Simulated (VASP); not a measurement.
# ZnCu2SnS4 (I-42m) in VASP: a series of runs, part 2 of 2

VASP 6.6.1. Earlier steps stand in the parts before.

## 3. Single point, PBEsol+D3(BJ)

This run uses another cell than the first one, of 18.92 Å³/atom.

Contents of INCAR:

```
SYSTEM = ZnCu2SnS4
ALGO = Normal ; EDIFF = 1E-7
ENCUT = 520 ; GGA = PS
ISIF = 2 ; ISMEAR = -1
IVDW = 12 ; LASPH = .TRUE.
LCHARG = .FALSE. ; LREAL = .FALSE.
LWAVE = .FALSE. ; NBANDS = 46
NELM = 100 ; PREC = Accurate
SIGMA = 0.05
```

Contents of KPOINTS:

```
k-points
0
G
  7 7 7
  0 0 0
```

Contents of POSCAR:

```
ZnCu2SnS4
1.0
   -2.6632579110      2.6632579110      5.3339338563
    2.6632579110     -2.6632579110      5.3339338563
    2.6632579110      2.6632579110     -5.3339338563
Sn Zn Cu S
1 1 2 4
Direct
    0.5000000000      0.5000000000      0.0000000000
    0.0000000000      0.0000000000      0.0000000000
    0.7500000000      0.2500000000      0.5000000000
    0.2500000000      0.7500000000      0.5000000000
    0.1052109271      0.1052109271      0.4803678365
    0.6248430906      0.6248430906      0.5196321635
    0.3751569094      0.8947890729      0.0000000000
    0.8947890729      0.3751569094      0.0000000000
```

Potentials or basis: VASP PAW PBE potentials, release 64 (Sn_d, Zn, Cu, S).

Command:

```console
$ cat potpaw_PBE.64/Sn_d/POTCAR potpaw_PBE.64/Zn/POTCAR potpaw_PBE.64/Cu/POTCAR potpaw_PBE.64/S/POTCAR > POTCAR
$ mpirun -np 1 vasp_std > vasp.out
```

OUTCAR:

```text
SYSTEM = ZnCu2SnS4
   EDIFF = 1E-7
   ENCUT = 520
   GGA = PS
   ISIF = 2
   ISMEAR = -1
   IVDW = 12
   LASPH = .TRUE.
   LREAL = .FALSE.
   NELM = 100
   PREC = Accurate
 IVDW          = 12

 ion  position               nearest neighbor table
   1  0.500  0.500  0.000-   6 2.43   5 2.43   8 2.43   7 2.43
   2  0.000  0.000  0.000-   5 2.31   6 2.31   7 2.31   8 2.31
   3  0.750  0.250  0.500-   5 2.25   6 2.25   8 2.25   7 2.25
   4  0.250  0.750  0.500-   5 2.25   6 2.25   7 2.25   8 2.25
   5  0.105  0.105  0.480-   3 2.25   4 2.25   2 2.31   1 2.43
   6  0.625  0.625  0.520-   3 2.25   4 2.25   2 2.31   1 2.43
   7  0.375  0.895  0.000-   3 2.25   4 2.25   2 2.31   1 2.43
   8  0.895  0.375  0.000-   4 2.25   3 2.25   2 2.31   1 2.43

  LATTYP: Found a body centered tetragonal cell.
 ALAT       =     5.3265158220
 C/A-ratio  =     2.0027853233

  Lattice vectors:

 A1 = (  -2.6632579110,   2.6632579110,   5.3339338563)
 A2 = (   2.6632579110,  -2.6632579110,   5.3339338563)
 A3 = (   2.6632579110,   2.6632579110,  -5.3339338563)

Analysis of symmetry for initial positions (statically):
=====================================================================
 Subroutine PRICEL returns:
 Original cell was already a primitive cell.

 Routine SETGRP: Setting up the symmetry group for a
 body centered tetragonal supercell.

 Subroutine GETGRP returns: Found  8 space group operations
 (whereof  8 operations were pure point group operations)
 out of a pool of 16 trial point group operations.

The static configuration has the point symmetry D_2d.

Analysis of symmetry for dynamics (positions and initial velocities):
=====================================================================
 Subroutine PRICEL returns:
 Original cell was already a primitive cell.

 Routine SETGRP: Setting up the symmetry group for a
 body centered tetragonal supercell.

 Subroutine GETGRP returns: Found  8 space group operations
[... 140 lines left out ...]
   GGA     = PS    functional components
   LHFCALC =     F    Hartree Fock is set to
   AEXX    =    0.0000 exact exchange contribution
   IVDW    =    12    specifies the selected vdW correction
   LEPSILON=     F    determine dielectric tensor
   LRPA    =     F    only Hartree local field effects (RPA)
 non-spin polarized calculation
  energy-cutoff  :      520.00
  volume of cell :      151.33
 maximum number of plane-waves:      4094
 NGX is ok and might be reduce to    50
   NGX = 25   NGY = 25   NGZ = 25

 number of electron      71.9999975 magnetization

 Free energy of the ion-electron system (eV)
  ---------------------------------------------------
  ext. energy  EPLUGINS =         0.00000000
  ---------------------------------------------------
  free energy    TOTEN  =       -35.77201046 eV

  energy without entropy =      -35.77106578  energy(sigma->0) =      -35.77153812

 E-fermi :   5.5591     XC(G=0): -10.2798

 val. band max:        5.5457722641   @ k =   0.0000   0.0000   0.0000
 cond. band min:       6.0626496536   @ k =   0.4286   0.4286  -0.0000
 fundamental gap:      0.5168773895
 Fermi energy:         5.5591308009

 k-point     1 :       0.0000    0.0000    0.0000
  band No.  band energies     occupation
      1     -16.8366      2.00000
      2     -16.8366      2.00000
      3     -16.8225      2.00000
      4     -16.7512      2.00000
      5     -16.7374      2.00000
      6      -9.4639      2.00000
[... 1165 lines left out ...]
     45      11.2281      0.00000
     46      11.3136      0.00000

 [... further k-points ...]

------------------------ aborting loop because EDIFF is reached ----------------------------------------

 Edisp (eV)   -2.45907

 E8    (eV) :    -1.5426

  FORCE on cell =-STRESS in cart. coord.  units (eV):
  Direction    XX          YY          ZZ          XY          YZ          ZX
  --------------------------------------------------------------------------------------
  -------------------------------------------------------------------------------------
  Total      -0.21827    -0.21827    -0.24406     0.00000    -0.00000     0.00000
  in kB      -2.31085    -2.31085    -2.58389     0.00000    -0.00000     0.00000
  external pressure =       -2.40 kB  Pullay stress =        0.00 kB

 VOLUME and BASIS-vectors are now :
 -----------------------------------------------------------------------------
  energy-cutoff  :      520.00
  volume of cell :      151.33
      direct lattice vectors                 reciprocal lattice vectors
    -2.663257911  2.663257911  5.333933856     0.000000000  0.187739985  0.093739445
     2.663257911 -2.663257911  5.333933856     0.187739985  0.000000000  0.093739445
     2.663257911  2.663257911 -5.333933856     0.187739985  0.187739985  0.000000000

 POSITION                                       TOTAL-FORCE (eV/Angst)
 -----------------------------------------------------------------------------------
      0.00000      0.00000      5.33393         0.000000     -0.000000      0.000000
      0.00000      0.00000      0.00000         0.000000     -0.000000      0.000000
      0.00000      2.66326      2.66697        -0.000000     -0.000000      0.000000
      2.66326      0.00000      2.66697         0.000000     -0.000000      0.000000
      1.27934      1.27934     -1.43987         0.017116      0.017116      0.029738
      1.38391      1.38391      3.89406        -0.017116     -0.017116      0.029738
      1.38391     -1.38391      6.77381        -0.017116      0.017116     -0.029738
     -1.38391      1.38391      6.77381         0.017116     -0.017116     -0.029738
 -----------------------------------------------------------------------------------
    total drift:                               -0.000013     -0.000013     -0.000006

  FREE ENERGIE OF THE ION-ELECTRON SYSTEM (eV)
  ---------------------------------------------------
  free  energy   TOTEN  =       -38.2310846669 eV

  energy  without entropy=      -38.2301399873  energy(sigma->0) =      -38.23061233
```

OSZICAR:

```text
N       E                     dE             d eps       ncg     rms          rms(c)
DAV:   1     0.732623993148E+03    0.73262E+03   -0.32127E+04  3722   0.204E+03
DAV:   2     0.939860664697E+02   -0.63864E+03   -0.61414E+03  3686   0.523E+02
DAV:   3    -0.284941372295E+02   -0.12248E+03   -0.11912E+03  4360   0.212E+02
DAV:   4    -0.382543059729E+02   -0.97602E+01   -0.96372E+01  4994   0.594E+01
DAV:   5    -0.386726274095E+02   -0.41832E+00   -0.41746E+00  5474   0.133E+01    0.194E+01
DAV:   6    -0.388995311331E+02   -0.22690E+00   -0.52780E+01  5400   0.118E+02    0.141E+01
DAV:   7    -0.356321864730E+02    0.32673E+01   -0.13342E+01  4868   0.997E+01    0.839E+00
DAV:   8    -0.359666436942E+02   -0.33446E+00   -0.61972E+00  5784   0.331E+01    0.464E+00
DAV:   9    -0.357744502922E+02    0.19219E+00   -0.18692E+00  5050   0.244E+01    0.883E-01
DAV:  10    -0.357707167388E+02    0.37336E-02   -0.12753E-01  5642   0.556E+00    0.301E-01
DAV:  11    -0.357719179613E+02   -0.12012E-02   -0.16372E-02  6404   0.122E+00    0.199E-01
DAV:  12    -0.357722155458E+02   -0.29758E-03   -0.15008E-03  5272   0.407E-01    0.128E-01
DAV:  13    -0.357719985012E+02    0.21704E-03   -0.12297E-03  5626   0.684E-01    0.572E-02
DAV:  14    -0.357720091722E+02   -0.10671E-04   -0.20331E-04  5466   0.110E-01    0.259E-02
DAV:  15    -0.357720119860E+02   -0.28138E-05   -0.29395E-05  5568   0.911E-02    0.210E-02
DAV:  16    -0.357720104429E+02    0.15432E-05   -0.19626E-05  5444   0.789E-02    0.375E-03
DAV:  17    -0.357720104024E+02    0.40427E-07   -0.21446E-06  5768   0.221E-02    0.417E-03
DAV:  18    -0.357720104587E+02   -0.56291E-07   -0.25579E-07  3128   0.495E-03
   1 F= -.38231085E+02 E0= -.38230612E+02  d E =-.944680E-03
```

Wall time 4.6 min (1 thread of Intel Xeon 6975P-C (Granite Rapids), shared host); peak memory 0.53 GiB.

Results:

```yaml
Free_energy: -38.2311 eV
Pressure: -0.2 GPa
Largest_force: 0.038 eV/Å
Band_gap_on_the_k_mesh: 0.09 eV
Dispersion_energy_per_atom: -0.307 eV
```

Forces on the atoms (eV/Å):
```
Sn   0.000  0.000  0.000
Zn   0.000  0.000  0.000
Cu   0.000  0.000  0.000
Cu   0.000  0.000  0.000
S    0.017  0.017  0.030
S   -0.017 -0.017  0.030
S   -0.017  0.017 -0.030
S    0.017 -0.017 -0.030
```

Caveat: three body term missing; the smearing spreads over this small gap; semilocal functionals underestimate gaps, and a narrow one can read as zero; the PAW data sets were made with another functional, which shifts forces and pressure a little; spin-orbit coupling is left out, which moves the levels of the heavy elements.

The gap in the log of VASP goes by the Fermi energy; the results here count the filled bands.